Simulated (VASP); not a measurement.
Set up this calculation in VASP 6.6.1, as the native input.

```yaml
Task: electric field gradients
Functional: PBE
Potentials_or_basis: VASP PAW PBE potentials, release 64 (Sn_d, O)
Cutoff: 520 eV
k_mesh: 4 × 4 × 6
Occupations: fermi-dirac, width 0.03 eV
Spin: no spin polarisation
Dipole_correction: no
Further_INCAR_settings: ALGO = Normal; EDIFF = 1e-08; NBANDS = 35
```

The structure of SnO2 lies in POSCAR:

```
SnO2
1.0
    4.7373500000     -0.0473735000     -0.0473735000
   -0.0473735000      4.7373500000     -0.0473735000
   -0.0318640000     -0.0318640000      3.1864000000
Sn O
2 4
Direct
    0.0000000000      0.0000000000      0.0000000000
    0.5000000000      0.5000000000      0.5000000000
    0.3056200000      0.3056200000      0.0000000000
    0.1943800000      0.8056200000      0.5000000000
    0.6943800000      0.6943800000      0.0000000000
    0.8056200000      0.1943800000      0.5000000000
```

This cell differs from its parent crystal: equal xy, yz and zx shear strains of -2 %.

These files were run (other wordings do the same):

INCAR

```
ALGO = Normal ; EDIFF = 1E-8
ENCUT = 520 ; GGA = PE
ISIF = 2 ; ISMEAR = -1
LASPH = True ; LCHARG = False
LEFG = True ; LREAL = False
LWAVE = False ; NBANDS = 35
NELM = 60 ; PREC = Accurate
SIGMA = 0.03
```

KPOINTS

```
k-points
0
Gamma
  4 4 6
```

Potentials or basis: VASP PAW PBE potentials, release 64 (Sn_d, O).

Run with:

```bash
$ cat potpaw_PBE.64/Sn_d/POTCAR potpaw_PBE.64/O/POTCAR > POTCAR
$ mpirun -np 1 vasp_std > vasp.out
```

It gave:

```
Pressure               : 11.8 GPa
Largest force          : 0.274 eV/Å
Band gap on the k mesh : 1.24 eV, direct
```

Caveat: the cell differs from its parent crystal (equal xy, yz and zx shear strains of -2 %); without QUAD_EFG the Cq values of the log hold for a quadrupole moment of 1 mb, not for the nuclei; spin-orbit coupling is left out, which moves the levels of the heavy elements.

Run time: 80 s on 1 thread of Intel(R) Xeon(R) Platinum 8259CL CPU @ 2.50GHz (Skylake/Cascade Lake), on a shared host, peak memory 0.21 GiB.
